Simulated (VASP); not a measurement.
# SrO (Fm-3m) in VASP: a series of runs

The runs below take SrO through single point, with PBEsol, LDA, PBE.

Everything below comes from runs of VASP 6.6.1. Logs are shortened: lines on timing, memory, paths and dates and some standing lists are left out, and cuts for length are marked.

### Step 1. The cell of the first run

Symmetry: Fm-3m, No. 225, cubic system. Conventional cell: a = 5.123 Å, b = 5.123 Å, c = 5.123 Å, α = 90.00°, β = 90.00°, γ = 90.00°. Within 3.4 Å of Sr (site symmetry m-3m) lie 6 O at 2.56 Å. O (site symmetry m-3m) has 6 Sr at 2.56 Å within 3.4 Å.

### Step 2. Single point, PBEsol

Contents of INCAR:

```
ALGO = Normal ; EDIFF = 1E-6
ENCUT = 520 ; GGA = PS
ISIF = 2 ; ISMEAR = -1
LASPH = True ; LCHARG = True
LELF = True ; LREAL = False
LVHAR = True ; LWAVE = False
NBANDS = 15 ; NELM = 80
PREC = Accurate ; SIGMA = 0.02
```

Contents of KPOINTS:

```
k-points
0
Gamma
  8 8 8
```

Contents of POSCAR:

```
SrO
1.0
    0.0000000000      2.5612507335      2.5612507335
    2.5612507335      0.0000000000      2.5612507335
    2.5612507335      2.5612507335      0.0000000000
Sr O
1 1
Direct
    0.5000000000      0.5000000000      0.5000000000
    0.0000000000      0.0000000000      0.0000000000
```

Potentials or basis: VASP PAW PBE potentials, release 64 (Sr_sv, O).

Command:

```bash
$ cat potpaw_PBE.64/Sr_sv/POTCAR potpaw_PBE.64/O/POTCAR > POTCAR
$ mpirun -np 1 vasp_std > vasp.out
```

OUTCAR:

```text
EDIFF = 1E-6
   ENCUT = 520
   GGA = PS
   ISIF = 2
   ISMEAR = -1
   LASPH = True
   LREAL = False
   NELM = 80
   PREC = Accurate

 ion  position               nearest neighbor table
   1  0.500  0.500  0.500-   2 2.56   2 2.56   2 2.56   2 2.56   2 2.56   2 2.56
   2  0.000  0.000  0.000-   1 2.56   1 2.56   1 2.56   1 2.56   1 2.56   1 2.56

  LATTYP: Found a face centered cubic cell.
 ALAT       =     5.1225014670

  Lattice vectors:

 A1 = (   0.0000000000,   2.5612507335,   2.5612507335)
 A2 = (   2.5612507335,   0.0000000000,   2.5612507335)
 A3 = (   2.5612507335,   2.5612507335,   0.0000000000)

Analysis of symmetry for initial positions (statically):
=====================================================================
 Subroutine PRICEL returns:
 Original cell was already a primitive cell.

 Routine SETGRP: Setting up the symmetry group for a
 face centered cubic supercell.

 Subroutine GETGRP returns: Found 48 space group operations
 (whereof 48 operations were pure point group operations)
 out of a pool of 48 trial point group operations.

The static configuration has the point symmetry O_h .

Analysis of symmetry for dynamics (positions and initial velocities):
=====================================================================
 Subroutine PRICEL returns:
 Original cell was already a primitive cell.

 Routine SETGRP: Setting up the symmetry group for a
 face centered cubic supercell.

 Subroutine GETGRP returns: Found 48 space group operations
 (whereof 48 operations were pure point group operations)
 out of a pool of 48 trial point group operations.

The dynamic configuration has the point symmetry O_h .

 Subroutine INISYM returns: Found 48 space group operations
 (whereof 48 operations are pure point group operations),
 and found     1 'primitive' translations

----------------------------------------------------------------------------------------

                                     Primitive cell

  volume of cell :      33.6036

  direct lattice vectors                    reciprocal lattice vectors
     0.000000000  2.561250734  2.561250734    -0.195217123  0.195217123  0.195217123
     2.561250734  0.000000000  2.561250734     0.195217123 -0.195217123  0.195217123
     2.561250734  2.561250734  0.000000000     0.195217123  0.195217123 -0.195217123

  length of vectors
     3.622155524  3.622155524  3.622155524     0.338125976  0.338125976  0.338125976

  position of ions in fractional coordinates (direct lattice)
     0.500000000  0.500000000  0.500000000
     0.000000000  0.000000000  0.000000000

  ion indices of the primitive-cell ions
   primitive index   ion index
                 1           1
                 2           2

----------------------------------------------------------------------------------------

 KPOINTS: k-points

Automatic generation of k-mesh.
 Grid dimensions read from file:
 generate k-points for:    8    8    8

 Generating k-lattice:

  Cartesian coordinates                     Fractional coordinates (reciprocal lattice)
    -0.024402140  0.024402140  0.024402140     0.125000000  0.000000000  0.000000000
     0.024402140 -0.024402140  0.024402140     0.000000000  0.125000000  0.000000000
     0.024402140  0.024402140 -0.024402140     0.000000000  0.000000000  0.125000000

  Length of vectors
     0.042265747  0.042265747  0.042265747

  Shift w.r.t. Gamma in fractional coordinates (k-lattice)
     0.000000000  0.000000000  0.000000000

 Subroutine IBZKPT returns following result:
 ===========================================

 Found     29 irreducible k-points:

 Following reciprocal coordinates:
            Coordinates               Weight
  0.000000  0.000000  0.000000      1.000000
  0.125000  0.000000  0.000000      8.000000
  0.250000  0.000000  0.000000      8.000000
  0.375000  0.000000  0.000000      8.000000
  0.500000  0.000000  0.000000      4.000000
  0.125000  0.125000  0.000000      6.000000
[... 16 lines left out ...]
  0.500000  0.250000  0.125000     48.000000
 -0.375000  0.250000  0.125000     24.000000
 [... further k-points ...]
   k-points           NKPTS =     29   k-points in BZ     NKDIM =     29   number of bands    NBANDS=     15
   number of dos      NEDOS =    301   number of ions     NIONS =      2
   total plane-waves  NPLWV =  21952
   dimension x,y,z NGX =    28 NGY =   28 NGZ =   28
   dimension x,y,z NGXF=    56 NGYF=   56 NGZF=   56
   ions per type =               1   1
   NGX,Y,Z   is equivalent  to a cutoff of  12.85, 12.85, 12.85 a.u.
   NGXF,Y,Z  is equivalent  to a cutoff of  25.70, 25.70, 25.70 a.u.
 SYSTEM =  unknown system
   PREC   = accura    normal or accurate (medium, high low for compatibility)
   ISTART =      0    job   : 0-new  1-cont  2-samecut
   ICHARG =      2    charge: 1-file 2-atom 10-const
   ISPIN  =      1    spin polarized calculation?
   LNONCOLLINEAR =      F non collinear calculations
   LSORBIT =      F    spin-orbit coupling
   LASPH  =      T    aspherical Exc in radial PAW
   ENCUT  =  520.0 eV  38.22 Ry    6.18 a.u.   6.73  6.73  6.73*2*pi/ulx,y,z
   NELM   =     80;   NELMIN=  2; NELMDL= -5     # of ELM steps
   EDIFF  = 0.1E-05   stopping-criterion for ELM
   LREAL  =      F    real-space projection
   EDIFFG = 0.1E-04   stopping-criterion for IOM
   NSW    =      0    number of steps for IOM
   IBRION =     -1    ionic relax: 0-MD 1-quasi-New 2-CG
   NFREE  =      0    steps in history (QN), initial steepest desc. (CG)
   ISIF   =      2    stress and relaxation
   ISYM   =      2    0-nonsym 1-usesym 2-fastsym
   POTIM  = 0.5000    time-step for ionic-motion
   TEBEG  =    0.0;   TEEND  =   0.0 temperature during run
   PSTRESS=    0.0 pullay stress
   NELECT =      16.0000    total number of electrons
   NUPDOWN=      -1.0000    fix difference up-down
   EMIN   =  10.00;   EMAX   =-10.00  energy-range for DOS
   EFERMI =   0.00;   METHOD = LEGACY
   ISMEAR =    -1;   SIGMA  =   0.02  broadening in eV -4-tet -1-fermi 0-gaus
   EFERMI_NEDOS =   21; number of points for ismear=-14 and -15
   IALGO  =     38    algorithm
   IMIX   =      4    mixing-type and parameters
     AMIX     =   0.40;   BMIX     =  1.00
     AMIX_MAG =   1.60;   BMIX_MAG =  1.00
  volume/ion in A,a.u.               =      16.80       113.38
  Fermi-wavevector in a.u.,A,eV,Ry     =   1.278359  2.415748 22.234654  1.634201
  Thomas-Fermi vector in A             =   2.410906
   LORBIT       =      0    0 simple, 1 ext, 2 COOP (PROOUT), +10 PAW based schemes
   GGA     = PS    functional components
   LHFCALC =     F    Hartree Fock is set to
   AEXX    =    0.0000 exact exchange contribution
   IVDW    =     0    specifies the selected vdW correction
   LEPSILON=     F    determine dielectric tensor
   LRPA    =     F    only Hartree local field effects (RPA)
 non-spin polarized calculation
  energy-cutoff  :      520.00
  volume of cell :       33.60
 maximum number of plane-waves:       934
   NGX = 13   NGY = 13   NGZ = 13

 number of electron      15.9999996 magnetization

 Free energy of the ion-electron system (eV)
  ---------------------------------------------------
  ext. energy  EPLUGINS =         0.00000000
  ---------------------------------------------------
  free energy    TOTEN  =       -12.63915988 eV

  energy without entropy =      -12.63915988  energy(sigma->0) =      -12.63915988

 E-fermi :   1.9686     XC(G=0): -10.3320

 val. band max:        1.5425549256   @ k =   0.0000   0.0000   0.0000
 cond. band min:       4.6894611371   @ k =   0.5000   0.5000   0.0000
 fundamental gap:      3.1469062115
 Fermi energy:         1.9686207415

 k-point     1 :       0.0000    0.0000    0.0000
  band No.  band energies     occupation
      1     -30.6553      2.00000
      2     -13.4695      2.00000
      3     -12.2958      2.00000
      4     -12.2958      2.00000
      5     -12.2958      2.00000
      6       1.5426      2.00000
      7       1.5426      2.00000
      8       1.5426      2.00000
      9       5.4458      0.00000
     10       7.7284      0.00000
     11       7.7284      0.00000
     12       7.7284      0.00000
     13       9.9495      0.00000
     14       9.9495      0.00000
     15      14.0811      0.00000

 k-point     2 :       0.1250    0.0000    0.0000
  band No.  band energies     occupation
      1     -30.6338      2.00000
      2     -13.8364      2.00000
      3     -12.3086      2.00000
      4     -12.3086      2.00000
      5     -11.9815      2.00000
      6       1.0699      2.00000
      7       1.3378      2.00000
      8       1.3378      2.00000
      9       6.1608      0.00000
     10       7.5652      0.00000
     11       8.0420      0.00000
     12       8.0420      0.00000
     13      10.3697      0.00000
     14      10.3697      0.00000
     15      15.1129      0.00000

 k-point     3 :       0.2500    0.0000    0.0000
  band No.  band energies     occupation
      1     -30.5814      2.00000
      2     -14.4211      2.00000
      3     -12.3393      2.00000
      4     -12.3393      2.00000
      5     -11.5234      2.00000
      6       0.2159      2.00000
      7       0.8972      2.00000
      8       0.8972      2.00000
      9       7.4912      0.00000
     10       7.7186      0.00000
     11       8.8950      0.00000
     12       8.8950      0.00000
     13      11.4180      0.00000
     14      11.4180      0.00000
     15      17.1971      0.00000
[... 343 lines left out ...]
 k-point    23 :       0.5000    0.2500    0.1250
  band No.  band energies     occupation
      1     -30.5010      2.00000
      2     -14.6221      2.00000
      3     -12.6865      2.00000
      4     -12.4825      2.00000
      5     -11.4977      2.00000
      6      -0.0431      2.00000
      7       0.5807      2.00000
      8       1.0123      2.00000
      9       7.0461      0.00000
     10       8.7007      0.00000
     11      10.5077      0.00000
     12      10.6744      0.00000
     13      12.7250      0.00000
     14      13.6678      0.00000
     15      15.8530      0.00000

 k-point    24 :      -0.3750    0.2500    0.1250
  band No.  band energies     occupation
      1     -30.4833      2.00000
      2     -14.6918      2.00000
      3     -12.7109      2.00000
      4     -12.5413      2.00000
      5     -11.4682      2.00000
      6      -0.0828      2.00000
      7       0.6554      2.00000
      8       0.7396      2.00000
      9       7.8796      0.00000
     10       8.2317      0.00000
     11      10.9151      0.00000
     12      11.1131      0.00000
     13      13.2746      0.00000
     14      14.5473      0.00000
     15      14.9193      0.00000

 [... further k-points ...]
[... 5 lines left out ...]
  --------------------------------------------------------------------------------------
  -------------------------------------------------------------------------------------
  Total        0.1330120      0.1330120      0.1330120      0.0000000      0.0000000      0.0000000
  in kB        6.3418398      6.3418398      6.3418398      0.0000000      0.0000000      0.0000000
  external PRESSURE =       6.3418398 kB  Pullay stress =       0.0000000 kB

 VOLUME and BASIS-vectors are now :
 -----------------------------------------------------------------------------
  energy-cutoff  :      520.00
  volume of cell :       33.60
      direct lattice vectors                 reciprocal lattice vectors
     0.000000000  2.561250734  2.561250734    -0.195217123  0.195217123  0.195217123
     2.561250734  0.000000000  2.561250734     0.195217123 -0.195217123  0.195217123
     2.561250734  2.561250734  0.000000000     0.195217123  0.195217123 -0.195217123

 POSITION                                       TOTAL-FORCE (eV/Angst)
 -----------------------------------------------------------------------------------
      2.56125      2.56125      2.56125        -0.000000     -0.000000     -0.000000
      0.00000      0.00000      0.00000         0.000000      0.000000      0.000000
 -----------------------------------------------------------------------------------
    total drift:                                0.000000      0.000000      0.000000

  FREE ENERGIE OF THE ION-ELECTRON SYSTEM (eV)
  ---------------------------------------------------
  free  energy   TOTEN  =       -12.6391598814 eV

  energy  without entropy=      -12.6391598814  energy(sigma->0) =      -12.63915988
```

Wall time 22 s (1 thread of AMD EPYC 7R43 (Zen 3), shared host); peak memory 0.13 GiB.

Results:

```yaml
Free_energy: -12.6392 eV
Pressure: 0.6 GPa
Band_gap_on_the_k_mesh: 3.15 eV, indirect (least direct gap 3.23 eV)
```

Levels at points of the mesh, in eV from the valence-band top:
```tsv
k point	band 6	band 7	band 8	band 9	band 10	band 11
(0.00, 0.00, 0.00)	0.00	0.00	0.00	3.90	6.19	6.19
(0.50, 0.00, 0.00)	-2.25	-1.18	-1.18	6.54	8.38	8.91
(0.50, 0.50, 0.00)	-0.42	-0.08	-0.08	3.15	7.85	10.27
```

Caveat: the PAW data sets were made with another functional, which shifts forces and pressure a little. As with any semilocal functional, this PBEsol gap is likely too small.

### Step 3. Single point, LDA

This run uses another cell than the first one, of 16.24 Å³/atom, 0.966 times its volume.

Contents of INCAR:

```
SYSTEM = SrO
PREC = Accurate
ENCUT = 520
EDIFF = 1E-7
ISMEAR = -1
SIGMA = 0.02
LREAL = .FALSE.
LASPH = .TRUE.
NELM = 100
ALGO = Normal
ISIF = 2
LWAVE = .FALSE.
LCHARG = .FALSE.
NBANDS = 15
```

Contents of KPOINTS:

```
Automatic mesh
0
G
  8 8 8
  0 0 0
```

Contents of POSCAR:

```
SrO
1.0
    0.0000000000      2.5321729339      2.5321729339
    2.5321729339      0.0000000000      2.5321729339
    2.5321729339      2.5321729339      0.0000000000
Sr O
1 1
Direct
    0.5000000000      0.5000000000      0.5000000000
    0.0000000000      0.0000000000      0.0000000000
```

Potentials or basis: VASP PAW LDA potentials, release 64 (Sr_sv, O).

Command:

```bash
$ cat potpaw_LDA.64/Sr_sv/POTCAR potpaw_LDA.64/O/POTCAR > POTCAR
$ mpirun -np 1 vasp_std > vasp.out
```

Run time: 26 s. Hardware: 1 thread of AMD EPYC 7R43 (Zen 3), shared host; peak memory 0.11 GiB.

It converged, with:

| Quantity | Value |
| --- | --- |
| Free energy | -13.3867 eV |
| Pressure | 0.8 GPa |
| Band gap on the k mesh | 3.06 eV, indirect (least direct gap 3.11 eV) |

Levels at points of the mesh, in eV from the valence-band top:
```
           k point  band 6  band 7  band 8  band 9  band 10  band 11
(0.00, 0.00, 0.00)    0.00    0.00    0.00    4.13     6.20     6.20
(0.50, 0.00, 0.00)   -2.34   -1.25   -1.25    6.64     8.63     9.07
(0.50, 0.50, 0.00)   -0.34   -0.05   -0.05    3.06     8.11    10.49
```

(Part 1 of 2 ends here.)
